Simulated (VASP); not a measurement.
Wanted: the native input for a VASP 6.6.1 run.

| Quantity | Value |
| --- | --- |
| Task | relaxation of shape and atoms at fixed volume |
| Functional | revPBE |
| Potentials or basis | VASP PAW PBE potentials, release 64 (Mg, B) |
| Cutoff | 600 eV |
| k mesh | 8 × 8 × 6 |
| Occupations | gaussian, width 0.05 eV |
| Spin | no spin polarisation |
| Dipole correction | no |
| Further INCAR settings | ALGO = Normal; EDIFF = 1e-07; IBRION = 2; EDIFFG = -0.01; NSW = 60; ISIF = 4 |

The structure of MgB2 lies in POSCAR:

```
MgB2
1.0
    3.1346918300      0.0000000000      0.0000000000
   -1.5673459150      2.7147227578      0.0000000000
    0.0000000000      0.0000000000      3.5857496796
Mg B
1 2
Direct
    0.0000000000      0.0000000000      0.0000000000
    0.3333333333      0.6666666667      0.5000000000
    0.6666666667      0.3333333333      0.5000000000
```

These files were run (other wordings do the same):

INCAR

```
ALGO     = Normal         # electronic algorithm
EDIFF    = 1E-7           # SCF threshold, eV
EDIFFG   = -0.01          # ionic threshold
ENCUT    = 600            # plane-wave cutoff, eV
GGA      = RE             # functional
IBRION   = 2              # ionic algorithm
ISIF     = 4              # what is computed and relaxed
ISMEAR   = 0              # smearing method
LASPH    = T              # aspherical terms in the spheres
LCHARG   = F              # write CHGCAR
LREAL    = F              # projectors in reciprocal space
LWAVE    = F              # write WAVECAR
NELM     = 60             # most SCF steps
NSW      = 60             # ionic steps
PREC     = Accurate       # precision mode
SIGMA    = 0.05           # smearing width, eV
```

KPOINTS

```
k-points
0
Gamma
  8 8 6
```

Potentials or basis: VASP PAW PBE potentials, release 64 (Mg, B).

Command:

```sh
$ cat potpaw_PBE.64/Mg/POTCAR potpaw_PBE.64/B/POTCAR > POTCAR
$ mpirun -np 1 vasp_std > vasp.out
```

It gave:

| Property | Result |
| --- | --- |
| Energy gained by relaxing | 0.1 meV/atom |
| Ionic steps | 3 |
| Pressure after relaxing | -5.3 GPa |
| Band gap on the k mesh | zero (bands 4 and 5 overlap by 2.42 eV) |

Caveat: the PAW data sets were made with another functional, which shifts forces and pressure a little.

It took 11 s on 1 thread of Intel(R) Xeon(R) 6975P-C (Granite Rapids), with other jobs on the host, peak memory 0.16 GiB.
